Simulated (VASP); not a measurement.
Li32F31 (a cell with a defect): single point with HSE06

Li32F31 (a cell with a defect):

```
F Li
1.0
     8.01519    0.00000    0.00000
     0.00000    8.01519    0.00000
     0.00000    0.00000    8.01519
F Li
31 32
Direct
  0.24968 0.00016 0.99981
  0.24969 0.00017 0.49983
  0.24967 0.50017 0.99985
  0.74968 0.00017 0.99985
  0.74972 0.00015 0.49988
  0.74966 0.50016 0.99984
  0.74967 0.50018 0.49988
  0.99828 0.24874 0.99985
  0.99230 0.24279 0.49980
  0.99828 0.75152 0.99982
  0.99229 0.75758 0.49986
  0.50106 0.24878 0.99983
  0.50707 0.24276 0.49986
  0.50108 0.75158 0.99979
  0.50707 0.75759 0.49995
  0.99826 0.00019 0.24844
  0.99830 0.00015 0.75125
  0.99227 0.50004 0.24247
  0.99232 0.50017 0.75719
  0.50109 0.00020 0.24844
  0.50108 0.00015 0.75126
  0.50706 0.50016 0.24245
  0.50704 0.50027 0.75720
  0.24957 0.24275 0.24244
  0.24969 0.24279 0.75719
  0.24968 0.75762 0.24241
  0.24976 0.75750 0.75716
  0.74971 0.24877 0.24846
  0.74969 0.24877 0.75125
  0.74968 0.75155 0.24846
  0.74966 0.75157 0.75126
  0.00031 0.00013 0.99985
  0.99975 0.00018 0.49985
  0.99973 0.50016 0.99983
  0.00876 0.50004 0.49982
  0.49904 0.00018 0.99986
  0.49962 0.00014 0.49984
  0.49961 0.50020 0.99982
  0.49061 0.50031 0.49992
  0.24967 0.25022 0.99984
  0.24966 0.25926 0.49970
  0.24967 0.75009 0.99979
  0.24973 0.74115 0.49997
  0.74965 0.25080 0.99985
  0.74970 0.25022 0.49988
  0.74970 0.74954 0.99986
  0.74967 0.75009 0.49986
  0.24968 0.00019 0.24989
  0.24971 0.00013 0.74976
  0.24955 0.50008 0.25897
  0.24980 0.50024 0.74076
  0.74966 0.00015 0.25051
  0.74972 0.00017 0.74921
  0.74969 0.50017 0.24990
  0.74966 0.50017 0.74976
  0.00103 0.25152 0.25120
  0.00116 0.25158 0.74846
  0.00115 0.74873 0.25136
  0.00111 0.74866 0.74834
  0.49826 0.25168 0.25131
  0.49822 0.25158 0.74836
  0.49813 0.74868 0.25126
  0.49834 0.74882 0.74846
```

```
Program                            : VASP 6.6.1
Task                               : single point
Functional                         : HSE06
Potentials or basis                : VASP PAW PBE potentials, release 64 (F, Li_sv)
Cutoff                             : 650 eV
k mesh                             : 1 × 1 × 1, shifted
Occupations                        : fermi-dirac, width 0.05 eV
Spin                               : no spin polarisation
Dipole correction                  : no
Grid for exact exchange (PRECFOCK) : Fast
Charge                             : -1
Further INCAR settings             : LREAL = Auto; ALGO = Normal; EDIFF = 1e-06; NBANDS = 194; ISYM = -1; NELECT = 314.0
Share of exact exchange            : 0.25
Screening parameter                : 0.2079 1/Å
```

| Quantity | Value |
| --- | --- |
| Largest force | 0.047 eV/Å |

Forces in eV/Å, atoms in the order of the input:
```
F    0.001  0.000  0.000
F    0.001 -0.001  0.000
F    0.001  0.000  0.000
F    0.001  0.000  0.000
F   -0.001  0.001 -0.001
F    0.001  0.000  0.000
F    0.001  0.000 -0.001
F   -0.002 -0.003  0.001
F    0.000 -0.001  0.000
F   -0.001  0.006  0.001
F   -0.002  0.000 -0.001
F    0.001 -0.004  0.001
F    0.003  0.000  0.000
F    0.002  0.005  0.002
F    0.001 -0.001 -0.002
F   -0.001 -0.001 -0.005
F   -0.001 -0.001  0.004
F   -0.001  0.002  0.000
F   -0.001 -0.001  0.003
F    0.002 -0.001 -0.005
F    0.002 -0.001  0.004
F    0.002  0.000 -0.001
F    0.002 -0.001  0.001
F    0.002  0.001  0.001
F    0.000 -0.002  0.003
F   -0.001 -0.001  0.000
F    0.000  0.002  0.002
F   -0.001 -0.002 -0.004
F   -0.001 -0.003  0.003
F    0.000  0.002 -0.003
F    0.000  0.003  0.002
Li  -0.001  0.000  0.000
Li   0.004  0.000  0.000
Li   0.005 -0.001  0.001
Li   0.043  0.000  0.000
Li   0.001  0.000  0.000
Li  -0.003  0.000  0.000
Li  -0.004  0.000  0.000
Li  -0.042  0.002  0.000
Li  -0.001  0.004 -0.002
Li  -0.001  0.044  0.001
Li  -0.002 -0.003 -0.001
Li   0.000 -0.047 -0.001
Li   0.001 -0.004  0.000
Li  -0.001  0.004 -0.001
Li   0.000  0.000  0.000
Li  -0.002 -0.003 -0.001
Li  -0.002  0.001  0.003
Li  -0.001  0.002 -0.004
Li   0.000  0.001  0.045
Li   0.000  0.000 -0.047
Li   0.001  0.000 -0.001
Li   0.000  0.000  0.004
Li  -0.002  0.001  0.003
Li  -0.001  0.001 -0.003
Li   0.005  0.001  0.002
Li   0.007  0.003 -0.003
Li   0.006 -0.002  0.000
Li   0.005 -0.001  0.001
Li  -0.006  0.000  0.003
Li  -0.008  0.002 -0.002
Li  -0.005 -0.001  0.001
Li  -0.006 -0.002 -0.001
```

Levels at points of the mesh, in eV from the Fermi level:
```csv
k point,band 155,band 156,band 157,band 158,band 159,band 160
"(0.25, 0.25, 0.25)",-9.46,-9.46,-1.21,2.64,3.25,3.25
```

Wall time 12 min on 1 thread of Intel(R) Xeon(R) 6975P-C (Granite Rapids), on a shared host, peak memory 1 GiB.

Caveat: the cell carries a net charge on a neutralising background, which shifts energy and pressure; the cell is charged against a uniform background, so pressure and absolute levels hang on convention; the PAW data sets were made with another functional, which shifts forces and pressure a little.
